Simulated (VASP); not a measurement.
# Sn8O15 (a cell with a defect) in VASP: notebook

Sn8O15 (a cell with a defect) is run at these levels: PBEsol; tasks: single point.

Everything below comes from runs of VASP 6.6.1. Logs are shortened: lines on timing, memory, paths and dates and some standing lists are left out, and cuts for length are marked.

### 1 The cell of the first run

The cell holds a defect, 23 atoms: a = 6.827 Å, b = 6.827 Å, c = 6.482 Å, α = 90.00°, β = 90.00°, γ = 89.07°.

### 2 Single point, PBEsol

INCAR

```
SYSTEM = Sn8O15
PREC = Accurate ; ENCUT = 520
EDIFF = 1E-6 ; ISMEAR = -1
SIGMA = 0.05 ; LREAL = Auto
LASPH = .TRUE. ; NELM = 100
ALGO = Normal ; ISIF = 2
LWAVE = .FALSE. ; LCHARG = .FALSE.
GGA = PS ; NELECT = 200.0
NBANDS = 118
```

KPOINTS

```
regular mesh
0
G
  2 2 2
  0 0 0
```

POSCAR

```
Sn8O15
1.0
   -4.7880040000     -4.8665820000      0.0000000000
    4.7880040000     -4.8665820000      0.0000000000
    0.0000000000      0.0000000000      6.4817960000
Sn O
8 15
Direct
   -0.0025290990      0.5011377734      0.2505939712
    0.4984312338      0.5010154004     -0.0002196922
   -0.0026599372      0.5011274448      0.7488694491
    0.4977890096      0.4796787491      0.4998574469
    0.4999866120     -0.0109031033      0.2239533611
   -0.0008599531     -0.0035316301     -0.0002380513
    0.5000921595     -0.0109924177      0.7755566513
    0.0203849558      0.0070209319      0.4998074608
    0.1882869965      0.5064903647     -0.0003034653
   -0.0031885527      0.8141102633      0.2631562302
    0.9976507000      0.1884435649      0.2541372792
    0.8081138402      0.5089520183     -0.0002400569
    0.1913772628      0.4903122679      0.4997722853
   -0.0031096680      0.8140644613      0.7364245959
    0.9972790636      0.1884689624      0.7453983433
    0.8042104616      0.4943360337      0.4996573481
    0.7013117210      0.9853352933     -0.0001569010
    0.5048595348      0.3007101648      0.2360220840
    0.4963246021      0.6912805796      0.2545351628
    0.2974867734     -0.0089037392     -0.0003384864
    0.5049184550      0.3007120676      0.7635345204
    0.4965113339      0.6912828921      0.7449330402
    0.4347547108      0.0484010235      0.4997867875
```

Potentials or basis: VASP PAW PBE potentials, release 64 (Sn_d, O).

Started as:

```
> cat potpaw_PBE.64/Sn_d/POTCAR potpaw_PBE.64/O/POTCAR > POTCAR
> mpirun -np 1 vasp_std > vasp.out
```

OUTCAR:

```text
SYSTEM = Sn8O15
   PREC = Accurate
   ENCUT = 520
   EDIFF = 1E-6
   ISMEAR = -1
   LREAL = Auto
   LASPH = .TRUE.
   NELM = 100
   ISIF = 2
   GGA = PS
   NELECT = 200.0

 ion  position               nearest neighbor table
   1  0.997  0.501  0.251-  12 2.08   9 2.08  16 2.09  13 2.09  11 2.13  10 2.14   3 3.23   3 3.25
                             8 3.74   6 3.75
   2  0.498  0.501  1.000-  18 2.05  21 2.05  19 2.10  22 2.10  12 2.12   9 2.12   4 3.24   4 3.24
                             7 3.63   5 3.64
   3  0.997  0.501  0.749-  12 2.08   9 2.08  16 2.09  13 2.09  15 2.13  14 2.14   1 3.23   1 3.25
                             8 3.74   6 3.75
   4  0.498  0.480  0.500-  13 2.09  16 2.10  21 2.10  18 2.10  22 2.15  19 2.15   2 3.24   2 3.24

   5  0.500  0.989  0.224-  23 1.88  17 2.00  20 2.01  19 2.04  18 2.13   7 2.91   7 3.58   2 3.64
                             6 3.71   6 3.71   8 3.73
   6  0.999  0.996  1.000-  17 2.04  20 2.04  11 2.11  15 2.11  14 2.11  10 2.11   8 3.24   8 3.25
                             7 3.71   5 3.71   5 3.71   7 3.72   1 3.75   3 3.75
   7  0.500  0.989  0.776-  23 1.88  17 2.00  20 2.01  22 2.04  21 2.13   5 2.91   5 3.58   2 3.63
                             6 3.71   6 3.72   8 3.73
   8  0.020  0.007  0.500-  15 2.02  11 2.02  14 2.03  10 2.03  23 2.85   6 3.24   6 3.25   5 3.73
                             7 3.73   3 3.74   1 3.74
   9  0.188  0.506  1.000-   1 2.08   3 2.08   2 2.12
  10  0.997  0.814  0.263-   8 2.03   6 2.11   1 2.14
  11  0.998  0.188  0.254-   8 2.02   6 2.11   1 2.13
  12  0.808  0.509  1.000-   3 2.08   1 2.08   2 2.12
  13  0.191  0.490  0.500-   1 2.09   3 2.09   4 2.09
  14  0.997  0.814  0.736-   8 2.03   6 2.11   3 2.14
  15  0.997  0.188  0.745-   8 2.02   6 2.11   3 2.13
  16  0.804  0.494  0.500-   1 2.09   3 2.09   4 2.10
  17  0.701  0.985  1.000-   5 2.00   7 2.00   6 2.04
  18  0.505  0.301  0.236-   2 2.05   4 2.10   5 2.13
  19  0.496  0.691  0.255-   5 2.04   2 2.10   4 2.15
  20  0.297  0.991  1.000-   7 2.01   5 2.01   6 2.04
  21  0.505  0.301  0.764-   2 2.05   4 2.10   7 2.13
  22  0.497  0.691  0.745-   7 2.04   2 2.10   4 2.15
  23  0.435  0.048  0.500-   7 1.88   5 1.88   8 2.85

  LATTYP: Found a base centered orthorhombic cell.
 ALAT       =     9.5760080000
 B/A-ratio  =     1.0164114316
 C/A-ratio  =     0.6768787161

  Lattice vectors:

 A1 = (  -4.7880040000,   4.8665820000,   0.0000000000)
 A2 = (  -4.7880040000,  -4.8665820000,   0.0000000000)
 A3 = (   0.0000000000,   0.0000000000,   6.4817960000)

Analysis of symmetry for initial positions (statically):
=====================================================================
 Subroutine PRICEL returns:
 Original cell was already a primitive cell.

 Routine SETGRP: Setting up the symmetry group for a
 base centered orthorhombic supercell.

 Subroutine GETGRP returns: Found  1 space group operations
 (whereof  1 operations were pure point group operations)
 out of a pool of  8 trial point group operations.

The static configuration has the point symmetry C_1 .

Analysis of symmetry for dynamics (positions and initial velocities):
=====================================================================
 Subroutine PRICEL returns:
 Original cell was already a primitive cell.

 Routine SETGRP: Setting up the symmetry group for a
 base centered orthorhombic supercell.

 Subroutine GETGRP returns: Found  1 space group operations
 (whereof  1 operations were pure point group operations)
 out of a pool of  8 trial point group operations.

The dynamic configuration has the point symmetry C_1 .

 Subroutine INISYM returns: Found  1 space group operations
 (whereof  1 operations are pure point group operations),
 and found     1 'primitive' translations

----------------------------------------------------------------------------------------

                                     Primitive cell

  volume of cell :     302.0674

  direct lattice vectors                    reciprocal lattice vectors
    -4.788004000 -4.866582000  0.000000000    -0.104427649 -0.102741513  0.000000000
     4.788004000 -4.866582000  0.000000000     0.104427649 -0.102741513  0.000000000
     0.000000000  0.000000000  6.481796000     0.000000000  0.000000000  0.154278228

  length of vectors
     6.827049338  6.827049338  6.481796000     0.146495571  0.146495571  0.154278228

  position of ions in fractional coordinates (direct lattice)
     0.997470901  0.501137773  0.250593971
     0.498431234  0.501015400  0.999780308
     0.997340063  0.501127445  0.748869449
     0.497789010  0.479678749  0.499857447
     0.499986612  0.989096897  0.223953361
     0.999140047  0.996468370  0.999761949
[... 15 lines left out ...]
     0.496511334  0.691282892  0.744933040
     0.434754711  0.048401023  0.499786787

  ion indices of the primitive-cell ions
   primitive index   ion index
                 1           1
                 2           2
                 3           3
                 4           4
                 5           5
                 6           6
[... 15 lines left out ...]
                22          22
                23          23

----------------------------------------------------------------------------------------

 KPOINTS: regular mesh

Automatic generation of k-mesh.
 Grid dimensions read from file:
 generate k-points for:    2    2    2

 Generating k-lattice:

  Cartesian coordinates                     Fractional coordinates (reciprocal lattice)
    -0.052213824 -0.051370757  0.000000000     0.500000000  0.000000000  0.000000000
     0.052213824 -0.051370757  0.000000000     0.000000000  0.500000000  0.000000000
     0.000000000  0.000000000  0.077139114     0.000000000  0.000000000  0.500000000

  Length of vectors
     0.073247786  0.073247786  0.077139114

  Shift w.r.t. Gamma in fractional coordinates (k-lattice)
     0.000000000  0.000000000  0.000000000

 Subroutine IBZKPT returns following result:
 ===========================================

 Found      8 irreducible k-points:

 Following reciprocal coordinates:
            Coordinates               Weight
  0.000000  0.000000  0.000000      1.000000
  0.500000  0.000000  0.000000      1.000000
  0.000000  0.500000  0.000000      1.000000
  0.500000  0.500000  0.000000      1.000000
  0.000000  0.000000  0.500000      1.000000
  0.500000  0.000000  0.500000      1.000000
  0.000000  0.500000  0.500000      1.000000
  0.500000  0.500000  0.500000      1.000000
   k-points           NKPTS =      8   k-points in BZ     NKDIM =      8   number of bands    NBANDS=    118
   number of dos      NEDOS =    301   number of ions     NIONS =     23
   total plane-waves  NPLWV = 139968
   dimension x,y,z NGX =    54 NGY =   54 NGZ =   48
   dimension x,y,z NGXF=   108 NGYF=  108 NGZF=   96
   ions per type =               8  15
   NGX,Y,Z   is equivalent  to a cutoff of  13.15, 13.15, 12.31 a.u.
   NGXF,Y,Z  is equivalent  to a cutoff of  26.30, 26.30, 24.62 a.u.
 SYSTEM =  Sn8O15
   PREC   = accura    normal or accurate (medium, high low for compatibility)
   ISTART =      0    job   : 0-new  1-cont  2-samecut
   ICHARG =      2    charge: 1-file 2-atom 10-const
   ISPIN  =      1    spin polarized calculation?
   LNONCOLLINEAR =      F non collinear calculations
   LSORBIT =      F    spin-orbit coupling
   LASPH  =      T    aspherical Exc in radial PAW
   ENCUT  =  520.0 eV  38.22 Ry    6.18 a.u.  12.69 12.69 12.05*2*pi/ulx,y,z
   NELM   =    100;   NELMIN=  2; NELMDL= -5     # of ELM steps
   EDIFF  = 0.1E-05   stopping-criterion for ELM
   LREAL  =      T    real-space projection
   EDIFFG = 0.1E-04   stopping-criterion for IOM
   NSW    =      0    number of steps for IOM
   IBRION =     -1    ionic relax: 0-MD 1-quasi-New 2-CG
   NFREE  =      0    steps in history (QN), initial steepest desc. (CG)
   ISIF   =      2    stress and relaxation
   ISYM   =      2    0-nonsym 1-usesym 2-fastsym
   POTIM  = 0.5000    time-step for ionic-motion
   TEBEG  =    0.0;   TEEND  =   0.0 temperature during run
   PSTRESS=    0.0 pullay stress
   NELECT =     200.0000    total number of electrons
   NUPDOWN=      -1.0000    fix difference up-down
   EMIN   =  10.00;   EMAX   =-10.00  energy-range for DOS
   EFERMI =   0.00;   METHOD = LEGACY
   ISMEAR =    -1;   SIGMA  =   0.05  broadening in eV -4-tet -1-fermi 0-gaus
   EFERMI_NEDOS =   21; number of points for ismear=-14 and -15
   IALGO  =     38    algorithm
   IMIX   =      4    mixing-type and parameters
     AMIX     =   0.40;   BMIX     =  1.00
     AMIX_MAG =   1.60;   BMIX_MAG =  1.00
  volume/ion in A,a.u.               =      13.13        88.63
  Fermi-wavevector in a.u.,A,eV,Ry     =   1.426867  2.696388 27.700778  2.035950
  Thomas-Fermi vector in A             =   2.547098
   LORBIT       =      0    0 simple, 1 ext, 2 COOP (PROOUT), +10 PAW based schemes
   GGA     = PS    functional components
   LHFCALC =     F    Hartree Fock is set to
   AEXX    =    0.0000 exact exchange contribution
   IVDW    =     0    specifies the selected vdW correction
   LEPSILON=     F    determine dielectric tensor
   LRPA    =     F    only Hartree local field effects (RPA)
 non-spin polarized calculation
  energy-cutoff  :      520.00
  volume of cell :      302.07
 maximum number of plane-waves:      8156
 NGX is ok and might be reduce to    54
   NGX = 25   NGY = 25   NGZ = 25

 number of electron     200.0000026 magnetization

 Free energy of the ion-electron system (eV)
  ---------------------------------------------------
  ext. energy  EPLUGINS =         0.00000000
  ---------------------------------------------------
  free energy    TOTEN  =      -160.97928442 eV

  energy without entropy =     -160.96739916  energy(sigma->0) =     -160.97334179

 E-fermi :   5.2820     XC(G=0): -10.9440

 val. band max:        5.1925059819   @ k =   0.0000   0.0000   0.0000
 cond. band min:       5.3652263158   @ k =   0.0000   0.0000   0.0000
 fundamental gap:      0.1727203340
 Fermi energy:         5.2819636013

 k-point     1 :       0.0000    0.0000    0.0000
  band No.  band energies     occupation
      1     -16.3597      2.00000
      2     -16.0876      2.00000
      3     -16.0789      2.00000
      4     -15.8847      2.00000
      5     -15.6000      2.00000
      6     -15.5769      2.00000
[... 104 lines left out ...]
    111      11.6804      0.00000
    112      12.1164      0.00000
[... 803 lines left out ...]
    111      12.4208      0.00000
    112      13.0299      0.00000
 [bands above 112 left out]

------------------------ aborting loop because EDIFF is reached ----------------------------------------

  FORCE on cell =-STRESS in cart. coord.  units (eV):
  Direction    XX          YY          ZZ          XY          YZ          ZX
  --------------------------------------------------------------------------------------
  -------------------------------------------------------------------------------------
  Total      -28.9619029    -30.5984842    -17.6545624      3.0304178      0.0065219      0.0051913
  in kB     -153.6150517   -162.2955422    -93.6404807     16.0734530      0.0345921      0.0275347
  external PRESSURE =    -136.5170249 kB  Pullay stress =       0.0000000 kB

 VOLUME and BASIS-vectors are now :
 -----------------------------------------------------------------------------
  energy-cutoff  :      520.00
  volume of cell :      302.07
      direct lattice vectors                 reciprocal lattice vectors
    -4.788004000 -4.866582000  0.000000000    -0.104427649 -0.102741513  0.000000000
     4.788004000 -4.866582000  0.000000000     0.104427649 -0.102741513  0.000000000
     0.000000000  0.000000000  6.481796000     0.000000000  0.000000000  0.154278228

 POSITION                                       TOTAL-FORCE (eV/Angst)
 -----------------------------------------------------------------------------------
     -2.37645     -7.29310      1.62430         0.001536     -0.019601      0.017278
      0.01237     -4.86389      6.48037        -0.023297     -0.041259      0.000280
     -2.37587     -7.29242      4.85402        -0.000400     -0.021251     -0.020407
     -0.08671     -4.75693      3.23997         0.037298     -0.074768     -0.013564
      2.34186     -7.24675      1.45162        -0.002357     -0.121432      0.081529
     -0.01279     -9.71179      6.48025        -0.081414     -0.050384      0.002281
[... 15 lines left out ...]
      0.93257     -5.78050      4.82850        -0.042154     -0.037840     -0.006446
     -1.84986     -2.35132      3.23952         1.159715      1.479554     -0.000991
 -----------------------------------------------------------------------------------
    total drift:                                0.042345     -0.034061      0.010384

  FREE ENERGIE OF THE ION-ELECTRON SYSTEM (eV)
  ---------------------------------------------------
  free  energy   TOTEN  =      -160.9792844158 eV

  energy  without entropy=     -160.9673991608  energy(sigma->0) =     -160.97334179
```

It took 15 min on 1 thread of Intel Xeon 8259CL, shared host; peak memory 0.42 GiB.

What came out:

```yaml
Free_energy: -160.9793 eV
Largest_force: 1.880 eV/Å
```

Forces in eV/Å, atoms in the order of the input:
```
Sn   0.002 -0.020  0.017
Sn  -0.023 -0.041  0.000
Sn   0.000 -0.021 -0.020
Sn   0.037 -0.075 -0.014
Sn  -0.002 -0.121  0.082
Sn  -0.081 -0.050  0.002
Sn  -0.006 -0.133 -0.072
Sn  -0.503 -0.557  0.000
O   -0.074 -0.043 -0.001
O   -0.045  0.006 -0.029
O    0.033 -0.027 -0.010
O    0.003 -0.008  0.001
O   -0.042 -0.046  0.002
O   -0.042  0.005  0.026
O    0.028 -0.027  0.009
O    0.010 -0.009  0.004
O   -0.050 -0.053 -0.005
O   -0.146 -0.063  0.072
O   -0.039 -0.041  0.011
O   -0.028 -0.056  0.002
O   -0.149 -0.061 -0.071
O   -0.042 -0.038 -0.006
O    1.160  1.480 -0.001
```

Caveat: the k points lie up to 0.48 Å⁻¹ apart; the cell carries a net charge on a neutralising background, which shifts energy and pressure; the cell is charged against a uniform background, so pressure and absolute levels hang on convention; the PAW data sets were made with another functional, which shifts forces and pressure a little; spin-orbit coupling is left out, which moves the levels of the heavy elements.

### 3 Single point, PBEsol

INCAR

```
SYSTEM = Sn8O15
PREC = Accurate
ENCUT = 520
EDIFF = 1E-7
ISMEAR = -1
SIGMA = 0.05
LREAL = Auto
LASPH = .True.
NELM = 80
ALGO = Normal
ISIF = 2
LWAVE = .False.
LCHARG = .False.
GGA = PS
NELECT = 200.0
NBANDS = 118
```

KPOINTS

```
Automatic mesh
0
Gamma
  2 2 2
  0 0 0
```

POSCAR

```
Sn8O15
1.0
   -4.7880040000     -4.8665820000      0.0000000000
    4.7880040000     -4.8665820000      0.0000000000
    0.0000000000      0.0000000000      6.4817960000
Sn O
8 15
Direct
   -0.0041036863      0.5012139785      0.2507939158
    0.4980393748      0.5005729984     -0.0003073222
   -0.0041931479      0.5012103563      0.7485505560
    0.4966660789      0.4851819615      0.4997599431
    0.4955254257     -0.0072009713      0.2279482415
   -0.0040090018     -0.0031401637     -0.0003159618
    0.4954305192     -0.0072609990      0.7714736780
    0.0438778421      0.0065361857      0.4996993117
    0.1892409549      0.5045804993     -0.0003333953
   -0.0038589863      0.8137890357      0.2624562698
    0.9956547812      0.1889115120      0.2541283311
    0.8058754548      0.5086043999     -0.0003127220
    0.1908997129      0.4906755693      0.4996956091
   -0.0037364328      0.8137610045      0.7370216526
    0.9953447165      0.1888930093      0.7452681325
    0.8022692422      0.4957444356      0.4996325093
    0.6962894563      0.9858556304     -0.0002730725
    0.5063862377      0.2986907136      0.2415353708
    0.4959287318      0.6930363365      0.2550001574
    0.2970004423     -0.0074869809     -0.0003084022
    0.5064346123      0.2987156965      0.7579184843
    0.4961182696      0.6930374869      0.7443697704
    0.3738088613      0.0329125296      0.4997230706
```

Potentials or basis: VASP PAW PBE potentials, release 64 (Sn_d, O).

Started as:

```
> cat potpaw_PBE.64/Sn_d/POTCAR potpaw_PBE.64/O/POTCAR > POTCAR
> mpirun -np 1 vasp_std > vasp.out
```

Wall time 4.2 min (1 thread of Intel Xeon 6975P-C (Granite Rapids), shared host); peak memory 0.44 GiB.

It converged, with:

* Free energy: -162.0807 eV
* Largest force: 1.829 eV/Å

Forces on the atoms (eV/Å):
```
Sn  -0.015 -0.031  0.013
Sn  -0.047 -0.057  0.004
Sn  -0.022 -0.033 -0.009
Sn   0.085 -0.159 -0.006
Sn   0.112 -0.056  0.126
Sn  -0.008 -0.005  0.004
Sn   0.107 -0.076 -0.126
Sn  -0.556 -0.568  0.002
O   -0.132 -0.061 -0.002
O   -0.071 -0.019 -0.033
O    0.024 -0.046 -0.005
O   -0.007  0.005  0.002
O   -0.061 -0.075  0.002
O   -0.071 -0.019  0.028
O    0.021 -0.050  0.000
O    0.025 -0.036  0.002
O    0.023  0.004 -0.005
O   -0.147 -0.046  0.158
O   -0.020 -0.088  0.029
O    0.015 -0.044  0.004
O   -0.149 -0.040 -0.159
O   -0.020 -0.085 -0.027
O    0.913  1.584 -0.002
```

Levels at points of the mesh, in eV from the Fermi level:
| k point | band 98 | band 99 | band 100 | band 101 | band 102 | band 103 |
| --- | --- | --- | --- | --- | --- | --- |
| (0.00, 0.00, 0.00) | -0.72 | -0.67 | -0.06 | 0.06 | 3.28 | 3.48 |
| (0.50, 0.00, 0.00) | -0.69 | -0.39 | -0.36 | 1.76 | 2.11 | 3.94 |
| (0.00, 0.50, 0.00) | -0.83 | -0.64 | -0.26 | 1.81 | 2.73 | 3.62 |
| (0.50, 0.50, 0.00) | -0.63 | -0.57 | -0.52 | 2.33 | 2.71 | 3.89 |
| (0.00, 0.00, 0.50) | -0.59 | -0.34 | -0.34 | 2.15 | 2.53 | 3.62 |
| (0.50, 0.00, 0.50) | -0.45 | -0.39 | -0.34 | 2.35 | 2.83 | 3.08 |
| (0.00, 0.50, 0.50) | -0.53 | -0.41 | -0.34 | 2.50 | 3.30 | 3.91 |
| (0.50, 0.50, 0.50) | -0.64 | -0.59 | -0.58 | 2.91 | 3.25 | 3.53 |

Caveat: the k points lie up to 0.48 Å⁻¹ apart; the cell carries a net charge on a neutralising background, which shifts energy and pressure; the cell is charged against a uniform background, so pressure and absolute levels hang on convention; the PAW data sets were made with another functional, which shifts forces and pressure a little; spin-orbit coupling is left out, which moves the levels of the heavy elements.
